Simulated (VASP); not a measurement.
Write the native input for VASP 6.6.1 that does the following.

* Task: single point
* Functional: LDA
* Potentials or basis: VASP PAW LDA potentials, release 64 (Si)
* Cutoff: 520 eV
* k mesh: 2 × 2 × 2
* Occupations: fermi-dirac, width 0.02 eV
* Spin: no spin polarisation
* Dipole correction: no
* Further INCAR settings: LREAL = Auto; ALGO = Normal; EDIFF = 1e-06; NBANDS = 48

The structure of Si (a cell with a defect) lies in POSCAR:

```
Si
1.0
    0.0000000000      5.4300000000      5.4300000000
    5.4300000000      0.0000000000      5.4300000000
    5.4300000000      5.4300000000      0.0000000000
Si
17
Direct
   -0.0014645488     -0.0009308471     -0.0074894107
    0.1399500921      0.1404637201      0.0791670350
    0.0146970534      0.0152235727      0.4549173112
    0.1152158379      0.1157902394      0.6208677716
   -0.0014085635      0.5099256906     -0.0075207182
    0.1151527624      0.6264430018      0.1320247698
   -0.0230511050      0.5097185083      0.5036616022
    0.1152803867      0.6481781768      0.6208358195
    0.5094108656     -0.0008968692     -0.0074926335
    0.6259107735      0.1156995396      0.1320347145
    0.5091811234     -0.0225172192      0.5036697053
    0.6476676796      0.1158093002      0.6208663904
    0.4846348066      0.4851758748      0.0451572744
    0.6259667587      0.6264772560      0.1320046961
    0.5092380295      0.5097739411      0.5036398711
    0.6098690608      0.6104084715      0.6694418048
    0.3122107735      0.3127133517      0.5624520258
```

The input as run:

INCAR

```
  PREC = Accurate
  ENCUT = 520
  EDIFF = 1E-6
  ISMEAR = -1
  SIGMA = 0.02
  LREAL = Auto
  LASPH = True
  NELM = 60
  ALGO = Normal
  ISIF = 2
  LWAVE = False
  LCHARG = False
  GGA = CA
  NBANDS = 48
```

KPOINTS

```
Automatic mesh
0
Gamma
  2 2 2
```

Potentials or basis: VASP PAW LDA potentials, release 64 (Si).

Run with:

```bash
$ cat potpaw_LDA.64/Si/POTCAR > POTCAR
$ mpirun -np 1 vasp_std > vasp.out
```

It gave:

| Property | Result |
| --- | --- |
| Pressure | 1.4 GPa |
| Largest force | 0.029 eV/Å |
| Band gap on the k mesh | zero (bands 34 and 35 overlap by 0.05 eV) |

Caveat: the k points lie up to 0.50 Å⁻¹ apart.

It took 5.2 min on 1 thread of Intel Xeon 8259CL, on a shared host, peak memory 0.38 GiB.
